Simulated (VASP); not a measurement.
Here is a VASP 6.6.1 calculation.

Contents of INCAR:

```
SYSTEM = AlFe3
  PREC = Accurate
  ENCUT = 520
  EDIFF = 1E-6
  ISMEAR = -1
  SIGMA = 0.05
  LREAL = .FALSE.
  LASPH = .TRUE.
  NELM = 150
  ALGO = Normal
  ISIF = 2
  LWAVE = .FALSE.
  LCHARG = .TRUE.
  ISPIN = 2
  MAGMOM = 3 3 3 0
  LORBIT = 11
  LMAXMIX = 4
  GGA = PS
  LELF = .TRUE.
  LVHAR = .TRUE.
  NBANDS = 26
```

Contents of KPOINTS:

```
regular mesh
0
G
  8 8 8
  0 0 0
```

POSCAR

```
AlFe3
1.0
    0.0000000000      2.8677647726      2.8677647726
    2.8677647726      0.0000000000      2.8677647726
    2.8677647726      2.8677647726      0.0000000000
Fe Al
3 1
Direct
    0.7500000000      0.7500000000      0.7500000000
    0.2500000000      0.2500000000      0.2500000000
    0.5000000000      0.5000000000      0.5000000000
    0.0000000000      0.0000000000      0.0000000000
```

Potentials or basis: VASP PAW PBE potentials, release 64 (Fe, Al).

Command:

```sh
$ cat potpaw_PBE.64/Fe/POTCAR potpaw_PBE.64/Al/POTCAR > POTCAR
$ mpirun -np 1 vasp_std > vasp.out
```

**Question.** What does it give for the net moment?

**Answer.** 5.98 μB per cell.

**Question.** What does it give for the pressure?

**Answer.** -6.6 GPa.

**Question.** Predict the site moments.

**Answer.** Fe +1.88, +2.37 (each value once); Al -0.06 μB.

Caveat: the cell stands under tension; the PAW data sets were made with another functional, which shifts forces and pressure a little.
